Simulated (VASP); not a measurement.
# MnO (R-3m) in VASP: further runs, part 2 of 2

VASP 6.6.1. The steps go on from the part before.

## (3) Relaxation of shape and atoms at fixed volume, PBE+U, collinear spin, ferromagnetic start (11.69 Å³/atom)

This run uses another cell than the first one, of 11.69 Å³/atom.

INCAR reads:

```
PREC = Accurate
ENCUT = 600
EDIFF = 1E-7
ISMEAR = 0
SIGMA = 0.05
LREAL = F
LASPH = T
NELM = 150
ALGO = Normal
ISIF = 4
LWAVE = F
LCHARG = F
ISPIN = 2
MAGMOM = 4.76 0.18
LORBIT = 11
LMAXMIX = 4
LDAU = T
LDAUTYPE = 2
LDAUL = 2 -1
LDAUU = 3.9 0
LDAUJ = 0 0
LDAUPRINT = 1
GGA = PE
IBRION = 2
NSW = 60
EDIFFG = -0.04
```

KPOINTS reads:

```
Automatic mesh
0
Gamma
  12 12 12
```

POSCAR reads:

```
MnO
1.0
    1.6038766164      0.9259985980      2.6228762981
   -1.6038766164      0.9259985980      2.6228762981
    0.0000000000     -1.8519971908      2.6228763000
Mn O
1 1
Direct
    1.0000000000      0.0000000000      0.0000000000
    0.5000000000      0.5000000000      0.5000000000
```

Potentials or basis: VASP PAW PBE potentials, release 64 (Mn_pv, O).

The run is started by

```
$ cat potpaw_PBE.64/Mn_pv/POTCAR potpaw_PBE.64/O/POTCAR > POTCAR
$ mpirun -np 1 vasp_std > vasp.out
```

OUTCAR:

```text
PREC = Accurate
   ENCUT = 600
   EDIFF = 1E-7
   ISMEAR = 0
   LREAL = F
   LASPH = T
   NELM = 150
   ISIF = 4
   ISPIN = 2
   LORBIT = 11
   GGA = PE
   IBRION = 2
   NSW = 60
   EDIFFG = -0.04

 ion  position               nearest neighbor table
   1  0.000  0.000  0.000-   2 2.27   2 2.27   2 2.27   2 2.27   2 2.27   2 2.27
   2  0.500  0.500  0.500-   1 2.27   1 2.27   1 2.27   1 2.27   1 2.27   1 2.27

  LATTYP: Found a trigonal (rhomboedric) cell.
 ALAT       =     3.2108213403
 COS(alpha) =     0.5009550957

  Lattice vectors:

 A1 = (   1.6038766164,   0.9259985980,   2.6228762981)
 A2 = (  -1.6038766164,   0.9259985980,   2.6228762981)
 A3 = (   0.0000000000,  -1.8519971908,   2.6228763000)

Analysis of symmetry for initial positions (statically):
=====================================================================
 Subroutine PRICEL returns:
 Original cell was already a primitive cell.

 Routine SETGRP: Setting up the symmetry group for a
 trigonal (rhombohedral) supercell.

 Subroutine GETGRP returns: Found 12 space group operations
 (whereof 12 operations were pure point group operations)
 out of a pool of 12 trial point group operations.

The static configuration has the point symmetry D_3d.

Analysis of symmetry for dynamics (positions and initial velocities):
=====================================================================
 Subroutine PRICEL returns:
 Original cell was already a primitive cell.

 Routine SETGRP: Setting up the symmetry group for a
 trigonal (rhombohedral) supercell.

 Subroutine GETGRP returns: Found 12 space group operations
 (whereof 12 operations were pure point group operations)
 out of a pool of 12 trial point group operations.

The dynamic configuration has the point symmetry D_3d.

Analysis of structural, dynamic, and magnetic symmetry:
=====================================================================
[... 193 lines left out ...]
  free energy    TOTEN  =       -15.48534826 eV

  energy without entropy =      -15.48533009  energy(sigma->0) =      -15.48533918

 E-fermi :   6.0990     XC(G=0): -11.4660

 val. band max:        6.0275322118   @ k =   0.5000   0.0000   0.0000
 cond. band min:       6.1256990015   @ k =   0.0000   0.0000   0.0000
 fundamental gap:      0.0981667897
 Fermi energy:         6.0989886685

 spin component 1

 k-point     1 :       0.0000    0.0000    0.0000
  band No.  band energies     occupation
      1     -43.6483      1.00000
      2     -43.6483      1.00000
      3     -43.6474      1.00000
      4     -12.6917      1.00000
      5       2.0241      1.00000
      6       2.0279      1.00000
      7       2.0279      1.00000
      8       2.3248      1.00000
      9       2.3248      1.00000
     10       3.6148      1.00000
     11       3.6232      1.00000
     12       3.6232      1.00000
[... 841 lines left out ...]
      4     -11.4847      1.00000
      5       0.5260      1.00000
      6       2.3997      1.00000
      7       2.7873      1.00000
      8      10.0849      0.00000
      9      10.3003      0.00000
     10      10.6865      0.00000
     11      11.1187      0.00000
     12      11.8147      0.00000
     13      13.2193      0.00000
     14      15.8050      0.00000
     15      18.2317      0.00000

 [... further k-points ...]

------------------------ aborting loop because EDIFF is reached ----------------------------------------

  FORCE on cell =-STRESS in cart. coord.  units (eV):
  Direction    XX          YY          ZZ          XY          YZ          ZX
  --------------------------------------------------------------------------------------
  -------------------------------------------------------------------------------------
  Total       -0.3102392     -0.3102392     -0.3422857      0.0000000     -0.0000000      0.0000000
  in kB      -21.2665460    -21.2665460    -23.4632969      0.0000000     -0.0000000      0.0000000
  external PRESSURE =     -21.9987963 kB  Pullay stress =       0.0000000 kB

 VOLUME and BASIS-vectors are now :
 -----------------------------------------------------------------------------
  energy-cutoff  :      600.00
  volume of cell :       23.37
      direct lattice vectors                 reciprocal lattice vectors
     1.603876616  0.925998598  2.622876298     0.311744678  0.179985874  0.127086944
    -1.603876616  0.925998598  2.622876298    -0.311744678  0.179985874  0.127086944
     0.000000000 -1.851997191  2.622876300     0.000000000 -0.359971748  0.127086944

 POSITION                                       TOTAL-FORCE (eV/Angst)
 -----------------------------------------------------------------------------------
      0.00000      0.00000      0.00000         0.000000     -0.000000      0.000000
      0.00000      0.00000      3.93431        -0.000000      0.000000     -0.000000
 -----------------------------------------------------------------------------------
    total drift:                                0.000000     -0.000000      0.000000

  FREE ENERGIE OF THE ION-ELECTRON SYSTEM (eV)
  ---------------------------------------------------
  free  energy   TOTEN  =       -15.4853482639 eV

  energy  without entropy=      -15.4853300893  energy(sigma->0) =      -15.48533918

 reached required accuracy - stopping structural energy minimisation

 total charge

# of ion       s       p       d       tot
------------------------------------------
    1        0.198   6.163   4.931  11.292
    2        1.551   3.426   0.000   4.978
--------------------------------------------------
tot          1.749   9.590   4.931  16.270

 magnetization (x)

# of ion       s       p       d       tot
------------------------------------------
    1        0.033   0.025   4.574   4.632
    2        0.022   0.118   0.000   0.140
--------------------------------------------------
tot          0.055   0.143   4.574   4.772
```

OSZICAR:

```text
N       E                     dE             d eps       ncg     rms          rms(c)
DAV:   1     0.177502925806E+03    0.17750E+03   -0.12212E+04 11340   0.162E+03
DAV:   2    -0.764640201438E+01   -0.18515E+03   -0.17439E+03 12488   0.409E+02
DAV:   3    -0.164125254093E+02   -0.87661E+01   -0.87239E+01 12642   0.980E+01
DAV:   4    -0.164928659027E+02   -0.80340E-01   -0.80332E-01 13139   0.987E+00
DAV:   5    -0.164938884095E+02   -0.10225E-02   -0.10225E-02 12810   0.111E+00    0.132E+01
DAV:   6    -0.151356724376E+02    0.13582E+01   -0.13997E+01 15442   0.423E+01    0.127E+01
DAV:   7    -0.154597242754E+02   -0.32405E+00   -0.10652E+00 11540   0.144E+01    0.755E+00
DAV:   8    -0.154575591720E+02    0.21651E-02   -0.18375E-01 12523   0.444E+00    0.459E+00
DAV:   9    -0.154856587243E+02   -0.28100E-01   -0.22767E-02 11879   0.214E+00    0.565E-01
DAV:  10    -0.154851679555E+02    0.49077E-03   -0.56349E-03 13308   0.992E-01    0.976E-02
DAV:  11    -0.154852863819E+02   -0.11843E-03   -0.37000E-04 11893   0.212E-01    0.568E-02
DAV:  12    -0.154853376344E+02   -0.51253E-04   -0.39311E-05 11851   0.834E-02    0.179E-02
DAV:  13    -0.154853471236E+02   -0.94892E-05   -0.80718E-06 11760   0.373E-02    0.610E-03
DAV:  14    -0.154853481682E+02   -0.10446E-05   -0.15551E-06 12945   0.126E-02    0.240E-03
DAV:  15    -0.154853482639E+02   -0.95729E-07   -0.41930E-07 11648   0.641E-03
   1 F= -.15485348E+02 E0= -.15485339E+02  d E =-.154853E+02  mag=     5.0000
```

It took 2.1 min on 1 thread of Intel Xeon 6975P-C (Granite Rapids), shared host; peak memory 0.26 GiB.

Results:

```yaml
Free_energy: -15.4853 eV
Pressure_after_relaxing: -2.2 GPa
Band_gap_on_the_k_mesh: 0.10 eV (least direct gap 2.23 eV)
Net_moment: 5.00 μB per cell
Site_moments: Mn +4.63; O +0.14 μB
Valence_electrons_inside_the_program's_atomic_spheres: Mn 11.29; O 4.98
```

Stress tensor (GPa, compression positive):
```
-2.13  0.00  0.00
 0.00 -2.13  0.00
 0.00  0.00 -2.35
```

Final structure:
```
CELL_PARAMETERS angstrom
1.60388 0.92600 2.62288
-1.60388 0.92600 2.62288
0.00000 -1.85200 2.62288
ATOMIC_POSITIONS crystal
Mn 0.00000 0.00000 0.00000
O 0.50000 0.50000 0.50000
```

Eigenvalues of the final occupation matrices:
| site | spin | trace | eigenvalues |
| --- | --- | --- | --- |
| site 1 d | 1 | 4.77 | 0.94 0.94 0.94 0.97 0.97 |
| site 1 d | 2 | 0.18 | 0.02 0.02 0.02 0.07 0.07 |

Caveat: a cell with one magnetic atom can't hold antiferromagnetic order, which such compounds often take.
